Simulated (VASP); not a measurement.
# LiF (I4/mmm) in VASP: a series of runs

The runs below take LiF through single point, with PBE.

Program: VASP 6.6.1. These are calculated values, not measurements. Logs are shortened: lines on timing, memory, paths and dates and some standing lists are left out, and cuts for length are marked.

## Step 1: The cell of the first run

Symmetry: I4/mmm, No. 139, tetragonal system. The conventional cell has a = 3.076 Å, b = 3.076 Å, c = 3.867 Å, α = 90.00°, β = 90.00°, γ = 90.00°. Within 2.6 Å of Li (site symmetry 4/mmm) lie 6 F at 1.93 to 2.18 Å. Within 2.6 Å of F (site symmetry 4/mmm) lie 6 Li at 1.93 to 2.18 Å.

## Step 2: Single point, PBE (strain +0.080 along x and y, -0.040 along z)

Contents of INCAR:

```
SYSTEM = LiF
PREC = Accurate
ENCUT = 520
EDIFF = 1E-7
ISMEAR = 0
SIGMA = 0.05
LREAL = .False.
LASPH = .True.
NELM = 80
ALGO = Normal
ISIF = 2
LWAVE = .False.
LCHARG = .False.
GGA = PE
NBANDS = 12
```

Contents of KPOINTS:

```
regular mesh
0
Gamma
  10 10 10
  0 0 0
```

Contents of POSCAR:

```
LiF
1.0
    0.0000000000      2.1751200000      1.9334400000
    2.1751200000      0.0000000000      1.9334400000
    2.1751200000      2.1751200000      0.0000000000
Li F
1 1
Direct
    0.0000000000      0.0000000000      0.0000000000
    0.5000000000      0.5000000000      0.5000000000
```

Potentials or basis: VASP PAW PBE potentials, release 64 (Li_sv, F).

Launch:

```
$ cat potpaw_PBE.64/Li_sv/POTCAR potpaw_PBE.64/F/POTCAR > POTCAR
$ mpirun -np 1 vasp_std > vasp.out
```

OUTCAR:

```text
SYSTEM = LiF
   PREC = Accurate
   ENCUT = 520
   EDIFF = 1E-7
   ISMEAR = 0
   LREAL = .False.
   LASPH = .True.
   NELM = 80
   ISIF = 2
   GGA = PE

 ion  position               nearest neighbor table
   1  0.000  0.000  0.000-   2 1.93   2 1.93   2 2.18   2 2.18   2 2.18   2 2.18
   2  0.500  0.500  0.500-   1 1.93   1 1.93   1 2.18   1 2.18   1 2.18   1 2.18

  LATTYP: Found a body centered tetragonal cell.
 ALAT       =     3.0760842038
 C/A-ratio  =     1.2570787221

  Lattice vectors:

 A1 = (   0.0000000000,  -2.1751200000,  -1.9334400000)
 A2 = (   0.0000000000,   2.1751200000,  -1.9334400000)
 A3 = (   2.1751200000,   0.0000000000,   1.9334400000)

Analysis of symmetry for initial positions (statically):
=====================================================================
 Subroutine PRICEL returns:
 Original cell was already a primitive cell.

 Routine SETGRP: Setting up the symmetry group for a
 body centered tetragonal supercell.

 Subroutine GETGRP returns: Found 16 space group operations
 (whereof 16 operations were pure point group operations)
 out of a pool of 16 trial point group operations.

The static configuration has the point symmetry D_4h.

Analysis of symmetry for dynamics (positions and initial velocities):
=====================================================================
 Subroutine PRICEL returns:
 Original cell was already a primitive cell.

 Routine SETGRP: Setting up the symmetry group for a
 body centered tetragonal supercell.

 Subroutine GETGRP returns: Found 16 space group operations
 (whereof 16 operations were pure point group operations)
 out of a pool of 16 trial point group operations.

The dynamic configuration has the point symmetry D_4h.

 Subroutine INISYM returns: Found 16 space group operations
 (whereof 16 operations are pure point group operations),
 and found     1 'primitive' translations

----------------------------------------------------------------------------------------

                                     Primitive cell

  volume of cell :      18.2948

  direct lattice vectors                    reciprocal lattice vectors
     0.000000000  2.175120000  1.933440000    -0.229872375  0.229872375  0.258606422
     2.175120000  0.000000000  1.933440000     0.229872375 -0.229872375  0.258606422
     2.175120000  2.175120000  0.000000000     0.229872375  0.229872375 -0.258606422

  length of vectors
     2.910212578  2.910212578  3.076084204     0.415403297  0.415403297  0.415403297

  position of ions in fractional coordinates (direct lattice)
     0.000000000  0.000000000  0.000000000
     0.500000000  0.500000000  0.500000000

  ion indices of the primitive-cell ions
   primitive index   ion index
                 1           1
                 2           2

----------------------------------------------------------------------------------------

 KPOINTS: regular mesh

Automatic generation of k-mesh.
 Grid dimensions read from file:
 generate k-points for:   10   10   10

 Generating k-lattice:

  Cartesian coordinates                     Fractional coordinates (reciprocal lattice)
    -0.022987237  0.022987237  0.025860642     0.100000000 -0.000000000  0.000000000
     0.022987237 -0.022987237  0.025860642    -0.000000000  0.100000000  0.000000000
     0.022987237  0.022987237 -0.025860642     0.000000000  0.000000000  0.100000000

  Length of vectors
     0.041540330  0.041540330  0.041540330

  Shift w.r.t. Gamma in fractional coordinates (k-lattice)
     0.000000000  0.000000000  0.000000000

 Subroutine IBZKPT returns following result:
 ===========================================

 Found    102 irreducible k-points:

 Following reciprocal coordinates:
            Coordinates               Weight
  0.000000  0.000000  0.000000      1.000000
  0.100000  0.000000  0.000000      8.000000
  0.200000  0.000000  0.000000      8.000000
  0.300000  0.000000  0.000000      8.000000
  0.400000  0.000000  0.000000      8.000000
  0.500000  0.000000  0.000000      4.000000
[... 16 lines left out ...]
  0.300000  0.300000  0.000000      2.000000
  0.400000  0.300000  0.000000      8.000000
 [... further k-points ...]
   k-points           NKPTS =    102   k-points in BZ     NKDIM =    102   number of bands    NBANDS=     12
   number of dos      NEDOS =    301   number of ions     NIONS =      2
   total plane-waves  NPLWV =  13824
   dimension x,y,z NGX =    24 NGY =   24 NGZ =   24
   dimension x,y,z NGXF=    48 NGYF=   48 NGZF=   48
   ions per type =               1   1
   NGX,Y,Z   is equivalent  to a cutoff of  13.71, 13.71, 12.97 a.u.
   NGXF,Y,Z  is equivalent  to a cutoff of  27.42, 27.42, 25.94 a.u.
 SYSTEM =  LiF
   PREC   = accura    normal or accurate (medium, high low for compatibility)
   ISTART =      0    job   : 0-new  1-cont  2-samecut
   ICHARG =      2    charge: 1-file 2-atom 10-const
   ISPIN  =      1    spin polarized calculation?
   LNONCOLLINEAR =      F non collinear calculations
   LSORBIT =      F    spin-orbit coupling
   LASPH  =      T    aspherical Exc in radial PAW
   ENCUT  =  520.0 eV  38.22 Ry    6.18 a.u.   5.41  5.41  5.72*2*pi/ulx,y,z
   NELM   =     80;   NELMIN=  2; NELMDL= -5     # of ELM steps
   EDIFF  = 0.1E-06   stopping-criterion for ELM
   LREAL  =      F    real-space projection
   EDIFFG = 0.1E-05   stopping-criterion for IOM
   NSW    =      0    number of steps for IOM
   IBRION =     -1    ionic relax: 0-MD 1-quasi-New 2-CG
   NFREE  =      0    steps in history (QN), initial steepest desc. (CG)
   ISIF   =      2    stress and relaxation
   ISYM   =      2    0-nonsym 1-usesym 2-fastsym
   POTIM  = 0.5000    time-step for ionic-motion
   TEBEG  =    0.0;   TEEND  =   0.0 temperature during run
   PSTRESS=    0.0 pullay stress
   NELECT =      10.0000    total number of electrons
   NUPDOWN=      -1.0000    fix difference up-down
   EMIN   =  10.00;   EMAX   =-10.00  energy-range for DOS
   EFERMI =   0.00;   METHOD = LEGACY
   ISMEAR =     0;   SIGMA  =   0.05  broadening in eV -4-tet -1-fermi 0-gaus
   EFERMI_NEDOS =   21; number of points for ismear=-14 and -15
   IALGO  =     38    algorithm
   IMIX   =      4    mixing-type and parameters
     AMIX     =   0.40;   BMIX     =  1.00
     AMIX_MAG =   1.60;   BMIX_MAG =  1.00
  volume/ion in A,a.u.               =       9.15        61.73
  Fermi-wavevector in a.u.,A,eV,Ry     =   1.338543  2.529480 24.377537  1.791698
  Thomas-Fermi vector in A             =   2.467006
   LORBIT       =      0    0 simple, 1 ext, 2 COOP (PROOUT), +10 PAW based schemes
   GGA     = PE    functional components
   LHFCALC =     F    Hartree Fock is set to
   AEXX    =    0.0000 exact exchange contribution
   IVDW    =     0    specifies the selected vdW correction
   LEPSILON=     F    determine dielectric tensor
   LRPA    =     F    only Hartree local field effects (RPA)
 non-spin polarized calculation
 Gauss-broadening in eV      SIGMA  =   0.05
  energy-cutoff  :      520.00
  volume of cell :       18.29
 maximum number of plane-waves:       504
 NGX is ok and might be reduce to    24
   NGX = 11   NGY = 11   NGZ = 11

 number of electron      10.0000007 magnetization

 Free energy of the ion-electron system (eV)
  ---------------------------------------------------
  ext. energy  EPLUGINS =         0.00000000
  ---------------------------------------------------
  free energy    TOTEN  =        -9.59596937 eV

  energy without entropy =       -9.59596937  energy(sigma->0) =       -9.59596937

 E-fermi :  -1.3010     XC(G=0):  -9.4223

 val. band max:       -1.5884298791   @ k =   0.0000   0.0000   0.0000
 cond. band min:       6.4525375784   @ k =   0.0000   0.0000   0.0000
 fundamental gap:      8.0409674575
 Fermi energy:        -1.3009568582

 k-point     1 :       0.0000    0.0000    0.0000
  band No.  band energies     occupation
      1     -42.8153      2.00000
      2     -21.3607      2.00000
      3      -1.9184      2.00000
      4      -1.5884      2.00000
      5      -1.5884      2.00000
      6       6.4525      0.00000
      7      20.1535      0.00000
      8      20.1536      0.00000
      9      21.4359      0.00000
     10      21.4359      0.00000
     11      22.3292      0.00000
     12      22.6792      0.00000

 k-point     2 :       0.1000    0.0000    0.0000
  band No.  band energies     occupation
      1     -42.8118      2.00000
      2     -21.3307      2.00000
      3      -2.0449      2.00000
      4      -1.7120      2.00000
      5      -1.6253      2.00000
      6       6.7470      0.00000
      7      18.4398      0.00000
      8      19.0368      0.00000
      9      20.7877      0.00000
     10      22.3375      0.00000
     11      22.3665      0.00000
     12      23.2924      0.00000

 k-point     3 :       0.2000    0.0000    0.0000
  band No.  band energies     occupation
      1     -42.8024      2.00000
      2     -21.2495      2.00000
      3      -2.5685      2.00000
      4      -1.7809      2.00000
      5      -1.7202      2.00000
      6       7.4355      0.00000
      7      16.1495      0.00000
      8      17.5748      0.00000
      9      19.6626      0.00000
     10      22.9634      0.00000
     11      23.6342      0.00000
     12      24.4488      0.00000

 k-point     4 :       0.3000    0.0000    0.0000
  band No.  band energies     occupation
      1     -42.7909      2.00000
      2     -21.1462      2.00000
      3      -3.2033      2.00000
      4      -1.8342      2.00000
      5      -1.7913      2.00000
      6       8.1110      0.00000
      7      14.6026      0.00000
      8      16.4126      0.00000
      9      18.5564      0.00000
     10      24.0726      0.00000
     11      24.9752      0.00000
     12      26.0864      0.00000

 k-point     5 :       0.4000    0.0000    0.0000
  band No.  band energies     occupation
      1     -42.7816      2.00000
      2     -21.0599      2.00000
      3      -3.6768      2.00000
      4      -1.9240      2.00000
      5      -1.7912      2.00000
      6       8.4734      0.00000
      7      13.9030      0.00000
      8      15.6830      0.00000
      9      17.7871      0.00000
     10      25.4077      0.00000
     11      26.1183      0.00000
     12      27.9962      0.00000
[... 228 lines left out ...]
      1     -42.7798      2.00000
      2     -20.9894      2.00000
      3      -3.3731      2.00000
      4      -2.7285      2.00000
      5      -1.9886      2.00000
      6       9.3002      0.00000
      7      14.4861      0.00000
      8      16.0666      0.00000
      9      16.9184      0.00000
     10      24.9853      0.00000
     11      25.5022      0.00000
     12      26.2766      0.00000

 k-point    22 :      -0.2000    0.2000    0.0000
  band No.  band energies     occupation
      1     -42.7893      2.00000
      2     -21.0889      2.00000
      3      -2.9417      2.00000
      4      -2.6130      2.00000
      5      -1.8283      2.00000
      6       8.5887      0.00000
      7      15.4319      0.00000
      8      16.6294      0.00000
      9      17.1453      0.00000
     10      23.9553      0.00000
     11      25.1569      0.00000
     12      26.5433      0.00000

 k-point    23 :       0.3000    0.3000    0.0000
  band No.  band energies     occupation
      1     -42.7772      2.00000
      2     -21.0111      2.00000
      3      -3.2598      2.00000
      4      -2.3266      2.00000
      5      -2.3266      2.00000
      6      10.0758      0.00000
      7      14.9273      0.00000
      8      16.4852      0.00000
      9      16.4852      0.00000
     10      17.2548      0.00000
     11      29.5546      0.00000
     12      31.5726      0.00000

 k-point    24 :       0.4000    0.3000    0.0000
  band No.  band energies     occupation
      1     -42.7700      2.00000
      2     -20.9138      2.00000
      3      -3.6209      2.00000
      4      -2.5089      2.00000
      5      -2.4511      2.00000
      6      11.0594      0.00000
      7      13.7087      0.00000
      8      16.2886      0.00000
      9      16.6298      0.00000
     10      17.3215      0.00000
     11      30.2242      0.00000
     12      30.7229      0.00000

 [... further k-points ...]

------------------------ aborting loop because EDIFF is reached ----------------------------------------

  FORCE on cell =-STRESS in cart. coord.  units (eV):
  Direction    XX          YY          ZZ          XY          YZ          ZX
  --------------------------------------------------------------------------------------
  -------------------------------------------------------------------------------------
  Total       -0.6272979     -0.6272979      0.0123396      0.0000000      0.0000000      0.0000000
  in kB      -54.9360287    -54.9360287      1.0806501      0.0000000      0.0000000      0.0000000
  external PRESSURE =     -36.2638024 kB  Pullay stress =       0.0000000 kB

 VOLUME and BASIS-vectors are now :
 -----------------------------------------------------------------------------
  energy-cutoff  :      520.00
  volume of cell :       18.29
      direct lattice vectors                 reciprocal lattice vectors
     0.000000000  2.175120000  1.933440000    -0.229872375  0.229872375  0.258606422
     2.175120000  0.000000000  1.933440000     0.229872375 -0.229872375  0.258606422
     2.175120000  2.175120000  0.000000000     0.229872375  0.229872375 -0.258606422

 POSITION                                       TOTAL-FORCE (eV/Angst)
 -----------------------------------------------------------------------------------
      0.00000      0.00000      0.00000         0.000000     -0.000000      0.000000
      2.17512      2.17512      1.93344        -0.000000      0.000000     -0.000000
 -----------------------------------------------------------------------------------
    total drift:                                0.000000     -0.000000      0.000000

  FREE ENERGIE OF THE ION-ELECTRON SYSTEM (eV)
  ---------------------------------------------------
  free  energy   TOTEN  =        -9.5959693732 eV

  energy  without entropy=       -9.5959693732  energy(sigma->0) =       -9.59596937
```

Run time: 8.4 s. Hardware: 1 thread of Intel Xeon Platinum 8559C (Emerald Rapids), shared host; peak memory 0.14 GiB.

What came out:

```yaml
Free_energy: -9.5960 eV
Band_gap_on_the_k_mesh: 8.04 eV, direct
```

Caveat: the cell differs from its parent crystal (strain +0.080 along x and y, -0.040 along z); the cutoff is under 1.25 times the usual one of these potentials, so pressure, stress and relaxed cells hold a basis-set (Pulay) error.

## Step 3: Single point, PBE (strain +0.080 along x and y, +0.000 along z)

Contents of INCAR:

```
SYSTEM = LiF
ALGO = Normal
EDIFF = 1E-7
ENCUT = 520
GGA = PE
ISIF = 2
ISMEAR = 0
LASPH = .TRUE.
LCHARG = .FALSE.
LREAL = .FALSE.
LWAVE = .FALSE.
NBANDS = 12
NELM = 80
PREC = Accurate
SIGMA = 0.05
```

Contents of KPOINTS:

```
k-points
0
G
  10 10 10
  0 0 0
```

Contents of POSCAR:

```
LiF
1.0
    0.0000000000      2.1751200000      2.0140000000
    2.1751200000      0.0000000000      2.0140000000
    2.1751200000      2.1751200000      0.0000000000
Li F
1 1
Direct
    0.0000000000      0.0000000000      0.0000000000
    0.5000000000      0.5000000000      0.5000000000
```

Potentials or basis: VASP PAW PBE potentials, release 64 (Li_sv, F).

Launch:

```
$ cat potpaw_PBE.64/Li_sv/POTCAR potpaw_PBE.64/F/POTCAR > POTCAR
$ mpirun -np 1 vasp_std > vasp.out
```

Run time: 8.9 s. Hardware: 1 thread of Intel Xeon Platinum 8559C (Emerald Rapids), shared host; peak memory 0.14 GiB.

It converged, with:

| Property | Result |
| --- | --- |
| Free energy | -9.5855 eV |
| Band gap on the k mesh | 7.78 eV, direct |

Levels at points of the mesh, in eV from the valence-band top:
```tsv
k point	band 3	band 4	band 5	band 6	band 7	band 8
(0.00, 0.00, 0.00)	-0.20	0.00	0.00	7.78	21.49	21.49
(0.50, 0.00, 0.00)	-2.14	-0.29	-0.19	9.96	14.94	17.04
(0.50, 0.50, 0.00)	-2.44	-0.97	-0.97	14.30	15.07	15.86
(0.50, 0.00, 0.50)	-2.48	-1.00	-0.59	13.00	15.56	16.06
```

Caveat: the cell differs from its parent crystal (strain +0.080 along x and y, +0.000 along z); the cutoff is under 1.25 times the usual one of these potentials, so pressure, stress and relaxed cells hold a basis-set (Pulay) error. A k mesh can miss the band edges.
